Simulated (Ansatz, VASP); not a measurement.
One calculation of AlN, two programs

Contents of INCAR:

```
SYSTEM = AlN
PREC = Accurate
ENCUT = 520
EDIFF = 1E-6
ISMEAR = -1
SIGMA = 0.1
LREAL = .FALSE.
LASPH = .TRUE.
NELM = 100
ALGO = Normal
ISIF = 2
LWAVE = .FALSE.
LCHARG = .TRUE.
GGA = PE
LELF = .TRUE.
LVHAR = .TRUE.
NBANDS = 11
```

The input KPOINTS:

```
Automatic mesh
0
G
  15 15 15
  0 0 0
```

The input POSCAR:

```
AlN
1.0
    2.6144642393      0.0000000000      0.0000000000
    0.0000000000      2.6144642393      0.0000000000
    0.0000000000      0.0000000000      2.6144642393
Al N
1 1
Direct
    0.0000000000      0.0000000000      0.0000000000
    0.5000000000      0.5000000000      0.5000000000
```

Input for Ansatz:

```yaml
crystal:
  lattice:
    - [2.6144642393, 0.0, 0.0]
    - [0.0, 2.6144642393, 0.0]
    - [0.0, 0.0, 2.6144642393]
  atoms:
    - { symbol: Al, position: [0.0, 0.0, 0.0] }
    - { symbol: "N", position: [0.5, 0.5, 0.5] }
kpoints:
  mp_grid: { grid: [15, 15, 15] }
  band_path:
    path:
      - [0.0, 0.0, 0.0]
      - [0.0, 0.5, 0.0]
      - [0.5, 0.5, 0.0]
      - [0.0, 0.0, 0.0]
      - [0.5, 0.5, 0.5]
      - [0.0, 0.5, 0.0]
      - [0.5, 0.5, 0.5]
      - [0.5, 0.5, 0.0]
    npoints: 8
scf:
  occupations: { method: fermi_dirac, width: 0.1 }
hamiltonian:
  xc: pbe
  pseudopotentials: { kind: paw }
output:
  forces: true
  stress: true
  eigenvalues: true
  populations: true
  dos: { projected: true, de: 0.2, e_range: [-14, 8] }
```

Change from the starting cell: volume scaled by 1, PAW files.

Alike in both runs: task single point; functional PBE; k mesh 15 × 15 × 15; occupations fermi-dirac, width 0.1 eV; no spin polarisation.

```csv
,VASP,Ansatz
version,VASP 6.6.1,Ansatz 0.2.0
potentials or method,"VASP PAW PBE potentials, release 64 (Al, N)","PAW with Ansatz's default frozen-core files, scalar-relativistic"
plane-wave cutoff (eV),520,420
valence electrons in the cell,8,8
```

|  | VASP | Ansatz | Ansatz less VASP |
| --- | --- | --- | --- |
| pressure (GPa) | -0.1 | 0.0 | +0.09 |
